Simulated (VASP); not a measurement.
Wanted: the native input for a VASP 6.6.1 run.

| Property | Result |
| --- | --- |
| Task | single point |
| Functional | PBE |
| Dispersion | D3(BJ) |
| Potentials or basis | VASP PAW PBE potentials, release 64 (W_sv, C, O, H) |
| Cutoff | 520 eV |
| k mesh | 2 × 2 × 1 |
| Occupations | fermi-dirac, width 0.05 eV |
| Spin | no spin polarisation |
| Dipole correction | no |
| Further INCAR settings | LREAL = Auto; ALGO = Normal; EDIFF = 1e-07; NBANDS = 130 |

The structure of HW12C12O lies in POSCAR:

```
HW12C12O
1.0
    5.7513400000      0.0000000000      0.0000000000
   -2.8756700000      4.9808070000      0.0000000000
    0.0000000000      0.0000000000     21.0428500000
W C O H
12 12 1 1
Direct
    0.0000000000      0.0000000000      0.0475220799
    0.0000789185      0.0018270132      0.1745485996
   -0.0235551554      0.0304368348      0.2980917509
    0.0000057342      0.4999992973      0.0475220799
   -0.0015520391      0.5100980624      0.1780652336
   -0.0048524132      0.5024888537      0.3129091354
    0.5000052162      0.0000000000      0.0475220799
    0.4896634047      0.0007026974      0.1779654372
    0.4948782939      0.0062640452      0.3130279406
    0.4999935631      0.4999992973      0.0475220799
    0.4996845824      0.5017460022      0.1785119411
    0.4920011683      0.5137119346      0.3113789244
    0.3333237845      0.1666597401      0.1144616818
    0.3251251360      0.1759955766      0.2427095189
    0.6994842356      0.1656558867      0.4131854763
    0.3333295187      0.6666590374      0.1144616818
    0.3260559466      0.6747500957      0.2459077549
    0.3177719274      0.4930727089      0.4619431303
    0.8333290007      0.1666597401      0.1144616818
    0.8208373490      0.1840665579      0.2444915969
    0.8580220378      0.1498351572      0.3625839656
    0.8333347349      0.6666590374      0.1144616818
    0.8277955771      0.6811747574      0.2420204488
    0.7965301955      0.5372021040      0.4530660058
    0.4208570367      0.3794565820      0.5159424698
    0.8027587328      0.1301395537      0.7060165329
```

One way to write it, as run:

INCAR

```
SYSTEM = HW12C12O
PREC = Accurate
ENCUT = 520
EDIFF = 1E-7
ISMEAR = -1
SIGMA = 0.05
LREAL = Auto
LASPH = .TRUE.
NELM = 80
ALGO = Normal
ISIF = 2
LWAVE = .FALSE.
LCHARG = .TRUE.
GGA = PE
IVDW = 12
LELF = .TRUE.
LVHAR = .TRUE.
NBANDS = 130
```

KPOINTS

```
Automatic mesh
0
G
  2 2 1
  0 0 0
```

Potentials or basis: VASP PAW PBE potentials, release 64 (W_sv, C, O, H).

Command:

```bash
$ cat potpaw_PBE.64/W_sv/POTCAR potpaw_PBE.64/C/POTCAR potpaw_PBE.64/O/POTCAR potpaw_PBE.64/H/POTCAR > POTCAR
$ mpirun -np 1 vasp_std > vasp.out
```

Results of the run:

```
Largest force              : 9.922 eV/Å
Band gap on the k mesh     : zero (an odd number of electrons rules out a gap without spin polarisation)
Dispersion energy per atom : -0.321 eV
```

Caveat: the k points lie up to 0.63 Å⁻¹ apart, too coarse for converged energies and pressures of a metal; there is no dipole correction, which matters where the two faces differ; spin-orbit coupling is left out, which moves the levels of the heavy elements; an odd number of electrons without spin polarisation forces a metal; a magnetic or distorted state may lie lower.

Run time: 14 min on 1 thread of AMD EPYC 9R45 96-Core Processor (Zen 5) (shared host), peak memory 0.82 GiB.
